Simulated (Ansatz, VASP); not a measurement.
Ti: VASP beside Ansatz

The input POSCAR:

```
Ti
1.0
    3.1269977320      0.0000000000      0.0000000000
   -1.5634988660      2.7080594735      0.0000000000
    0.0000000000      0.0000000000      4.6860000000
Ti
2
Direct
    0.3333333333      0.6666666667      0.2500000000
    0.6666666667      0.3333333333      0.7500000000
```

The input INCAR.step1:

```
PREC = Accurate
ENCUT = 520
ISMEAR = 0
SIGMA = 0.15
LREAL = False
LASPH = True
NELM = 60
NBANDS = 19
GGA = PE
ALGO = Normal
EDIFF = 1E-4
LWAVE = True
LCHARG = False
```

Contents of INCAR.step2:

```
PREC = Accurate
ENCUT = 520
EDIFF = 1E-6
ISMEAR = 0
SIGMA = 0.15
LREAL = False
LASPH = True
NELM = 60
ALGO = Normal
ISIF = 2
LWAVE = False
LCHARG = False
METAGGA = R2SCAN
LMIXTAU = True
NBANDS = 19
ISTART = 1
```

Contents of KPOINTS:

```
Automatic mesh
0
Gamma
  18 18 10
```

Input for Ansatz:

```yaml
crystal:
  lattice:
    - [3.126997732, 0.0, 0.0]
    - [-1.563498866, 2.7080594735, 0.0]
    - [0.0, 0.0, 4.686]
  atoms:
    - { symbol: Ti, position: [0.3333333333, 0.6666666667, 0.25] }
    - { symbol: Ti, position: [0.6666666667, 0.3333333333, 0.75] }
basis:
  ecutwfc: 500
kpoints:
  mp_grid: { grid: [18, 18, 10] }
hamiltonian:
  xc: r2scan
scf:
  occupations: { method: gaussian, width: 0.15 }
output:
  forces: true
  stress: true
  eigenvalues: true
```

Change from the starting cell: strain +0.0600 x Voigt [1, 1, 0, 0, 0, 0], atoms carried along.

Alike in both runs: task single point; functional r2SCAN; k mesh 18 × 18 × 10; occupations gaussian, width 0.15 eV; no spin polarisation.

|  | VASP | Ansatz |
| --- | --- | --- |
| version | VASP 6.6.1 | Ansatz 0.2.0 |
| potentials or method | VASP PAW PBE potentials, release 64 (Ti_sv), cutoff 520 eV | scalar-relativistic, plane waves, PAW |
| valence electrons in the cell | 24 | 24 |

|  | VASP | Ansatz | Ansatz less VASP |
| --- | --- | --- | --- |
| gap on the k mesh at the Fermi level (eV) | none | none | - |
| pressure (GPa) | -12.2 | -12.5 | -0.26 |
| traceless stress, the component that is largest in VASP (GPa) | 3.37 | 3.35 | -0.018 |

VASP's potentials were made for PBE, not for r2SCAN. A gap of «none» marks a metal or a gap that the smearing closes.
